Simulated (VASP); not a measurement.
CoO:

```
Co O
1.0
     1.60222    0.92504    2.56647
    -1.60222    0.92504    2.56647
     0.00000   -1.85008    2.56647
Co O
1 1
Cartesian
  0.0000 0.0000 7.6915
  0.0000 0.0000 5.7824
```

- Program: VASP 6.6.1
- Task: relaxation of cell and atoms
- Functional: PBEsol
- Dispersion: D3(BJ)
- Potentials or basis: VASP PAW PBE potentials, release 64 (Co, O)
- Cutoff: 600 eV
- k mesh: 7 × 7 × 7
- Occupations: fermi-dirac, width 0.05 eV
- Spin: collinear spin, ferromagnetic start
- Starting moments: [2.0, 0.0] μB

At the start: pressure -11.1 GPa; volume 11.41 Å³/atom.

Where does the relaxation end?

Over 7 steps the energy falls by 52.7 meV/atom and the volume is 10.14 Å³/atom (-11.1 %); space group F-43m (No. 216, to 0.05 Å); moment 1.91 μB per cell.

The path:
```tsv
step	energy change (eV)	largest force (eV/Å)	pressure (GPa)	volume (Å³)
1	0.0000	0.2318	-11.09	22.82
2	-0.1053	0.0410	-0.14	20.31
3	-0.1053	0.0421	-0.26	20.31
4	-0.1054	0.0140	0.02	20.28
5	-0.1054	0.0044	-0.01	20.29
6	-0.1054	0.0035	0.05	20.29
7	-0.1054	0.0049	0.04	20.28
```

Final structure:
```yaml
crystal:
  lattice:
    - [1.53106, 0.88396, 2.49753]
    - [-1.53106, 0.88396, 2.49753]
    - [0.00000, -1.76792, 2.49753]
  atoms:
    - { symbol: Co, position: [0.00012, 0.00012, 0.00012] }
    - { symbol: O, position: [0.74987, 0.74987, 0.74987] }
```

Caveat: the PAW data sets were made with another functional, which shifts forces and pressure a little; a cell with one magnetic atom can't hold antiferromagnetic order, which such compounds often take; pairwise dispersion overbinds metals, which lowers pressure and volume.
